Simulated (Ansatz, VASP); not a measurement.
Two plane-wave programs on ZrB2

```
Zr B
1.0
     3.19099    0.00000    0.00000
    -1.59550    2.76348    0.00000
     0.00000    0.00000    3.55640
Zr B
1 2
Direct
  0.00000 0.00000 0.00000
  0.66667 0.33333 0.50000
  0.33333 0.66667 0.50000
```

Alike in both runs: task single point; functional revPBE; dispersion D3(BJ); k mesh 10 × 10 × 8; occupations fermi-dirac, width 0.05 eV; no spin polarisation.

|  | VASP | Ansatz |
| --- | --- | --- |
| version | VASP 6.6.1 | Ansatz 0.2.0 |
| potentials or method | VASP PAW PBE potentials, release 64 (Zr_sv, B) | Ansatz PAW |
| plane-wave cutoff (eV) | 520 | 420 |
| valence electrons in the cell | 18 | 18 |

VASP gave:

* gap on the k mesh at the Fermi level (eV): none
* pressure (GPa): -12.5
* traceless stress, the component that is largest in VASP (GPa): 1.44

Q: Estimate Ansatz's values.

A: gap on the k mesh at the Fermi level (eV): none; pressure (GPa): -12.5; traceless stress, the component that is largest in VASP (GPa): 1.39.

VASP's potentials were made for PBE, not for revPBE. A gap of «none» marks a metal or a gap that the smearing closes.
